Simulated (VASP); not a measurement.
Input of a VASP 6.6.1 run:

INCAR

```
SYSTEM = HfN
ALGO = Normal
EDIFF = 1E-7
ENCUT = 520
GGA = PS
ISIF = 2
ISMEAR = 0
LASPH = .True.
LCHARG = .False.
LREAL = .False.
LWAVE = .False.
NBANDS = 14
NELM = 100
PREC = Accurate
SIGMA = 0.15
```

File KPOINTS:

```
k-points
0
Gamma
  16 16 16
  0 0 0
```

File POSCAR:

```
HfN
1.0
    0.0000000000      2.4548220000      2.4548220000
    2.5530148800      0.0000000000      2.4548220000
    2.5530148800      2.4548220000      0.0000000000
Hf N
1 1
Direct
    0.0000000000      0.0000000000      0.0000000000
    0.7500000000      0.7500000000      0.7500000000
```

Potentials or basis: VASP PAW PBE potentials, release 64 (Hf_pv, N).

Run with:

```bash
$ cat potpaw_PBE.64/Hf_pv/POTCAR potpaw_PBE.64/N/POTCAR > POTCAR
$ mpirun -np 1 vasp_std > vasp.out
```

(1) What does it give for the pressure?

Answers

(1) -12.6 GPa.

Caveat: the cell differs from its parent crystal (strain +0.0400 x Voigt [1, 0, 0, 0, 0, 0]); the PAW data sets were made with another functional, which shifts forces and pressure a little.
